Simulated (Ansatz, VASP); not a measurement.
Two plane-wave programs on TiH6

```
CELL_PARAMETERS angstrom
3.87286 0.00000 0.00000
0.00000 3.87286 0.00000
0.00000 0.00000 3.87286
ATOMIC_POSITIONS crystal
Ti 0.50000 0.50000 0.50000
H 0.64052 0.00000 0.00000
H 0.35948 0.00000 0.00000
H 0.00000 0.64052 0.00000
H 0.00000 0.35948 0.00000
H 0.00000 0.00000 0.64052
H 0.00000 0.00000 0.35948
```

Alike in both runs: task single point; functional PBE; k mesh 4 × 4 × 4; occupations gaussian, width 0.1 eV; no spin polarisation.

|  | VASP | Ansatz |
| --- | --- | --- |
| version | VASP 6.6.1 | Ansatz 0.2.0 |
| potentials or method | VASP PAW PBE potentials, release 64 (Ti_sv, H), cutoff 500 eV | scalar-relativistic, plane waves, PAW |
| valence electrons in the cell | 18 | 18 |

|  | VASP | Ansatz | Ansatz less VASP |
| --- | --- | --- | --- |
| gap on the k mesh at the Fermi level (eV) | none | none | - |
| pressure (GPa) | -17.8 | -17.6 | +0.28 |
| rms of the force components (eV/Å) | 0.920 | 0.917 | -0.0031 |

Atom by atom the forces differ by 0.003 eV/Å (rms over components). A gap of «none» marks a metal or a gap that the smearing closes.

The k mesh is coarse, so the values compare programs but aren't converged.
